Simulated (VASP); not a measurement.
Here is a VASP 6.6.1 calculation.

INCAR

```
PREC = Accurate
ENCUT = 910
EDIFF = 1E-6
ISMEAR = 0
SIGMA = 0.05
LREAL = False
LASPH = True
NELM = 120
ALGO = Normal
ISIF = 2
LWAVE = False
LCHARG = True
GGA = CA
LELF = True
LVHAR = True
NBANDS = 11
GGA_COMPAT = False
```

KPOINTS

```
regular mesh
0
Gamma
  12 12 12
```

POSCAR

```
C
1.0
    0.0000000000      2.0924375763      1.6421661991
    1.5627065443      0.0000000000      1.6421661991
    1.5627065443      2.0924375763      0.0000000000
C
2
Direct
    0.5000000000      0.5000000000      0.5000000000
    0.7500000000      0.7500000000      0.7500000000
```

Potentials or basis: VASP PAW LDA potentials, release 64 (C_h).

Launch:

```console
$ cat potpaw_LDA.64/C_h/POTCAR > POTCAR
$ mpirun -np 1 vasp_std > vasp.out
```

Task: Estimate the pressure.

Result: 15.4 GPa.

Task: What does it give for the band gap on the k mesh?

Result: Zero (band 4 reaches 13.88 eV, above the bottom of band 5 at 13.84 eV).

Stress tensor (GPa, compression positive):
```
 133.08    0.00    0.00
   0.00 -198.61    0.00
   0.00    0.00  111.87
```

Caveat: the cell differs from its parent crystal (strain +e along x and -e along y -0.1500, strain +e along z and -e/2 along x and y -0.0700); the cutoff is under 1.25 times the usual one of these potentials, so pressure, stress and relaxed cells hold a basis-set (Pulay) error.
